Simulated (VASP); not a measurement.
# In2As (Fd-3m) in VASP: single point with PBE

Aim: the single point of In2As with PBE.

Everything below comes from runs of VASP 6.6.1. Logs are shortened: lines on timing, memory, paths and dates and some standing lists are left out, and cuts for length are marked.

**1. The cell of the first run**

It takes space group Fd-3m (No. 227, cubic). The conventional cell has a = 8.199 Å, b = 8.199 Å, c = 8.199 Å, α = 90.00°, β = 90.00°, γ = 90.00°. In (site symmetry -3m) has 6 In at 2.90 Å and 6 As at 3.40 Å within 3.8 Å. Within 4.5 Å of As (site symmetry -43m) lie 12 In at 3.40 Å and 4 As at 3.55 Å.

**2. Single point, PBE**

Input file INCAR:

```
PREC     = Accurate       # precision mode
ENCUT    = 520            # plane-wave cutoff, eV
EDIFF    = 1E-6           # SCF threshold, eV
ISMEAR   = 0              # smearing method
SIGMA    = 0.1            # smearing width, eV
LREAL    = F              # projectors in reciprocal space
LASPH    = T              # aspherical terms in the spheres
NELM     = 80             # most SCF steps
ALGO     = Normal         # electronic algorithm
ISIF     = 2              # what is computed and relaxed
LWAVE    = F              # write WAVECAR
LCHARG   = T              # write CHGCAR
GGA      = PE             # functional
LELF     = T              # ELF
LVHAR    = T            
NBANDS   = 40             # bands
```

Input file KPOINTS:

```
regular mesh
0
Gamma
  4 4 4
```

Input file POSCAR:

```
In2As
1.0
    0.0000000000      4.0995027200      4.0995027200
    4.0995027200      0.0000000000      4.0995027200
    4.0995027200      4.0995027200      0.0000000000
In As
4 2
Direct
    0.6250000000      0.6250000000      0.6250000000
    0.1250000000      0.6250000000      0.6250000000
    0.6250000000      0.6250000000      0.1250000000
    0.6250000000      0.1250000000      0.6250000000
    0.0000000000      0.0000000000      0.0000000000
    0.2500000000      0.2500000000      0.2500000000
```

Potentials or basis: VASP PAW PBE potentials, release 64 (In_d, As).

On the command line:

```console
> cat potpaw_PBE.64/In_d/POTCAR potpaw_PBE.64/As/POTCAR > POTCAR
> mpirun -np 1 vasp_std > vasp.out
```

OUTCAR:

```text
PREC = Accurate
   ENCUT = 520
   EDIFF = 1E-6
   ISMEAR = 0
   LREAL = F
   LASPH = T
   NELM = 80
   ISIF = 2
   GGA = PE

 ion  position               nearest neighbor table
   1  0.625  0.625  0.625-   2 2.90   3 2.90   4 2.90   3 2.90   4 2.90   2 2.90   6 3.40   5 3.40
                             6 3.40   5 3.40   6 3.40   5 3.40
   2  0.125  0.625  0.625-   1 2.90   3 2.90   4 2.90   1 2.90   3 2.90   4 2.90   5 3.40   6 3.40
                             5 3.40   5 3.40   6 3.40   6 3.40
   3  0.625  0.625  0.125-   1 2.90   1 2.90   2 2.90   4 2.90   4 2.90   2 2.90   6 3.40   5 3.40
                             6 3.40   5 3.40   6 3.40   5 3.40
   4  0.625  0.125  0.625-   1 2.90   3 2.90   1 2.90   2 2.90   3 2.90   2 2.90   5 3.40   6 3.40
                             5 3.40   6 3.40   6 3.40   5 3.40
   5  0.000  0.000  0.000-   1 3.40   3 3.40   4 3.40   1 3.40   2 3.40   3 3.40   1 3.40   2 3.40
                             4 3.40   2 3.40   3 3.40   4 3.40
   6  0.250  0.250  0.250-   2 3.40   3 3.40   4 3.40   1 3.40   2 3.40   4 3.40   1 3.40   2 3.40
                             3 3.40   1 3.40   3 3.40   4 3.40

  LATTYP: Found a face centered cubic cell.
 ALAT       =     8.1990054400

  Lattice vectors:

 A1 = (   0.0000000000,   4.0995027200,   4.0995027200)
 A2 = (   4.0995027200,   0.0000000000,   4.0995027200)
 A3 = (   4.0995027200,   4.0995027200,   0.0000000000)

Analysis of symmetry for initial positions (statically):
=====================================================================
 Subroutine PRICEL returns:
 Original cell was already a primitive cell.

 Routine SETGRP: Setting up the symmetry group for a
 face centered cubic supercell.

 Subroutine GETGRP returns: Found 48 space group operations
 (whereof 24 operations were pure point group operations)
 out of a pool of 48 trial point group operations.

The static configuration has the point symmetry T_d .
 The point group associated with its full space group is O_h .

Analysis of symmetry for dynamics (positions and initial velocities):
=====================================================================
 Subroutine PRICEL returns:
 Original cell was already a primitive cell.

 Routine SETGRP: Setting up the symmetry group for a
 face centered cubic supercell.

 Subroutine GETGRP returns: Found 48 space group operations
 (whereof 24 operations were pure point group operations)
 out of a pool of 48 trial point group operations.

The dynamic configuration has the point symmetry T_d .
[... 94 lines left out ...]
   NSW    =      0    number of steps for IOM
   IBRION =     -1    ionic relax: 0-MD 1-quasi-New 2-CG
   NFREE  =      0    steps in history (QN), initial steepest desc. (CG)
   ISIF   =      2    stress and relaxation
   ISYM   =      2    0-nonsym 1-usesym 2-fastsym
   POTIM  = 0.5000    time-step for ionic-motion
   TEBEG  =    0.0;   TEEND  =   0.0 temperature during run
   PSTRESS=    0.0 pullay stress
   NELECT =      62.0000    total number of electrons
   NUPDOWN=      -1.0000    fix difference up-down
   EMIN   =  10.00;   EMAX   =-10.00  energy-range for DOS
   EFERMI =   0.00;   METHOD = LEGACY
   ISMEAR =     0;   SIGMA  =   0.10  broadening in eV -4-tet -1-fermi 0-gaus
   EFERMI_NEDOS =   21; number of points for ismear=-14 and -15
   IALGO  =     38    algorithm
   IMIX   =      4    mixing-type and parameters
     AMIX     =   0.40;   BMIX     =  1.00
     AMIX_MAG =   1.60;   BMIX_MAG =  1.00
  volume/ion in A,a.u.               =      22.97       154.98
  Fermi-wavevector in a.u.,A,eV,Ry     =   1.254481  2.370626 21.411808  1.573724
  Thomas-Fermi vector in A             =   2.388284
   LORBIT       =      0    0 simple, 1 ext, 2 COOP (PROOUT), +10 PAW based schemes
   GGA     = PE    functional components
   LHFCALC =     F    Hartree Fock is set to
   AEXX    =    0.0000 exact exchange contribution
   IVDW    =     0    specifies the selected vdW correction
   LEPSILON=     F    determine dielectric tensor
   LRPA    =     F    only Hartree local field effects (RPA)
 non-spin polarized calculation
 Gauss-broadening in eV      SIGMA  =   0.10
  energy-cutoff  :      520.00
  volume of cell :      137.79
 maximum number of plane-waves:      3727
 NGX is ok and might be reduce to    48
   NGX = 21   NGY = 21   NGZ = 21

 number of electron      61.9999989 magnetization

 Free energy of the ion-electron system (eV)
  ---------------------------------------------------
  ext. energy  EPLUGINS =         0.00000000
  ---------------------------------------------------
  free energy    TOTEN  =       -16.45752521 eV

  energy without entropy =      -16.40939573  energy(sigma->0) =      -16.43346047

 E-fermi :   7.5946     XC(G=0): -10.5448

 val. band max:        7.5756314530   @ k =   0.5000   0.0000   0.0000
 cond. band min:       7.6417852870   @ k =   0.5000   0.2500   0.0000
 fundamental gap:      0.0661538340
 Fermi energy:         7.5946321337

 k-point     1 :       0.0000    0.0000    0.0000
  band No.  band energies     occupation
      1      -8.2162      2.00000
      2      -7.8464      2.00000
      3      -7.8464      2.00000
      4      -7.8464      2.00000
      5      -7.7775      2.00000
      6      -7.7775      2.00000
[... 333 lines left out ...]
     39      12.8666      0.00000
     40      12.8666      0.00000

------------------------ aborting loop because EDIFF is reached ----------------------------------------

  FORCE on cell =-STRESS in cart. coord.  units (eV):
  Direction    XX          YY          ZZ          XY          YZ          ZX
  --------------------------------------------------------------------------------------
  -------------------------------------------------------------------------------------
  Total        6.6507596      6.6507596      6.6507596      0.0000000      0.0000000      0.0000000
  in kB       77.3318319     77.3318319     77.3318319      0.0000000      0.0000000      0.0000000
  external PRESSURE =      77.3318319 kB  Pullay stress =       0.0000000 kB

 VOLUME and BASIS-vectors are now :
 -----------------------------------------------------------------------------
  energy-cutoff  :      520.00
  volume of cell :      137.79
      direct lattice vectors                 reciprocal lattice vectors
     0.000000000  4.099502720  4.099502720    -0.121966013  0.121966013  0.121966013
     4.099502720  0.000000000  4.099502720     0.121966013 -0.121966013  0.121966013
     4.099502720  4.099502720  0.000000000     0.121966013  0.121966013 -0.121966013

 POSITION                                       TOTAL-FORCE (eV/Angst)
 -----------------------------------------------------------------------------------
      5.12438      5.12438      5.12438         0.000000      0.000000     -0.000000
      5.12438      3.07463      3.07463         0.000000      0.000000     -0.000000
      3.07463      3.07463      5.12438         0.000000      0.000000     -0.000000
      3.07463      5.12438      3.07463         0.000000      0.000000     -0.000000
      0.00000      0.00000      0.00000         0.000000      0.000000      0.000000
      2.04975      2.04975      2.04975        -0.000000     -0.000000     -0.000000
 -----------------------------------------------------------------------------------
    total drift:                                0.000000      0.000000      0.000000

  FREE ENERGIE OF THE ION-ELECTRON SYSTEM (eV)
  ---------------------------------------------------
  free  energy   TOTEN  =       -16.4575252071 eV

  energy  without entropy=      -16.4093957300  energy(sigma->0) =      -16.43346047
```

stdout:

```text
POSCAR found type information on POSCAR InAs
 POSCAR found :  2 types and       6 ions
 scaLAPACK will be used
 LDA part: xc-table for (Slater+PW92), standard interpolation
 POSCAR, INCAR and KPOINTS ok, starting setup
 FFT: planning ... GRIDC
 FFT: planning ... GRID_SOFT
 FFT: planning ... GRID
 WAVECAR not read
 entering main loop
```

It took 26 s on 1 thread of Intel Xeon 6975P-C (Granite Rapids), shared host; peak memory 0.32 GiB.

What came out:

| Item | Value |
| --- | --- |
| Free energy | -16.4575 eV |
| Pressure | 7.7 GPa |
| Band gap on the k mesh | zero (band 31 reaches 7.85 eV, above the bottom of band 32 at 6.18 eV) |

Levels at points of the mesh, in eV from the Fermi level:
```
           k point  band 30  band 31  band 32  band 33  band 34  band 35
(0.00, 0.00, 0.00)    -2.98    -1.41    -1.41    -1.41    -0.18    -0.18
(0.50, 0.00, 0.00)    -0.86    -0.02    -0.02     1.11     1.22     1.22
(0.50, 0.50, 0.00)     0.07     0.07     0.07     1.15     1.15     2.57
```

Caveat: spin-orbit coupling is left out, which moves the levels of the heavy elements.
